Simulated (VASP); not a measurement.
Set up this calculation in VASP 6.6.1, as the native input.

* Task: relaxation of cell and atoms
* Functional: PBE
* Potentials or basis: VASP PAW PBE potentials, release 64 (Y_sv, Si, O)
* Cutoff: 600 eV
* k mesh: 6 × 6 × 2
* Occupations: gaussian, width 0.1 eV
* Spin: no spin polarisation
* Dipole correction: no
* Further INCAR settings: ALGO = Normal; EDIFF = 1e-06; IBRION = 2; EDIFFG = -0.04; NSW = 90; ISIF = 3

The structure of Y2Si3O lies in POSCAR:

```
Y2Si3O
1.0
    4.0934367100      0.0000000000      0.0000000000
   -2.0467183600      3.5450201800      0.0000000000
    0.0000000000      0.0000000000      8.3165617800
Y Si O
2 3 1
Direct
    0.0000000000      0.0000000000      0.0000000000
    0.6666666700      0.3333333300      0.5000000000
    0.3333333300      0.6666666700      0.5000000000
    0.6666666700      0.3333333300      0.8969726100
    0.6666666700      0.3333333300      0.1030273900
    0.0000000000      0.0000000000      0.5000000000
```

The cell was built from a structure type or drawn by symmetry, and may not be a known phase.

These files were run (other wordings do the same):

INCAR

```
PREC = Accurate
ENCUT = 600
EDIFF = 1E-6
ISMEAR = 0
SIGMA = 0.1
LREAL = F
LASPH = T
NELM = 80
ALGO = Normal
ISIF = 3
LWAVE = F
LCHARG = F
GGA = PE
IBRION = 2
NSW = 90
EDIFFG = -0.04
```

KPOINTS

```
regular mesh
0
Gamma
  6 6 2
```

Potentials or basis: VASP PAW PBE potentials, release 64 (Y_sv, Si, O).

Launch:

```sh
$ cat potpaw_PBE.64/Y_sv/POTCAR potpaw_PBE.64/Si/POTCAR potpaw_PBE.64/O/POTCAR > POTCAR
$ mpirun -np 1 vasp_std > vasp.out
```

It gave:

```yaml
Relaxed_volume: 24.90 Å³/atom
Relaxed_cell: a = 4.700 Å, b = 4.700 Å, c = 7.810 Å, α = 90.00°, β = 90.00°, γ = 120.00°
Space_group_after_relaxing_to_0.1_Å: P-6m2 (No. 187)
Energy_gained_by_relaxing: 1269.1 meV/atom
Ionic_steps: 17
Pressure_after_relaxing: 0.0 GPa
Largest_force_after_relaxing: 0.011 eV/Å
Band_gap_on_the_k_mesh: zero (bands 20 and 21 overlap by 0.58 eV)
```

Caveat: the k points lie up to 0.40 Å⁻¹ apart in the final cell, too coarse for converged energies and pressures of a metal; the volume moved by over 15 % at a fixed basis, so the end points are rough.

Wall time 11 min on 1 thread of AMD EPYC 9R45 96-Core Processor (Zen 5) (shared host), peak memory 0.31 GiB.
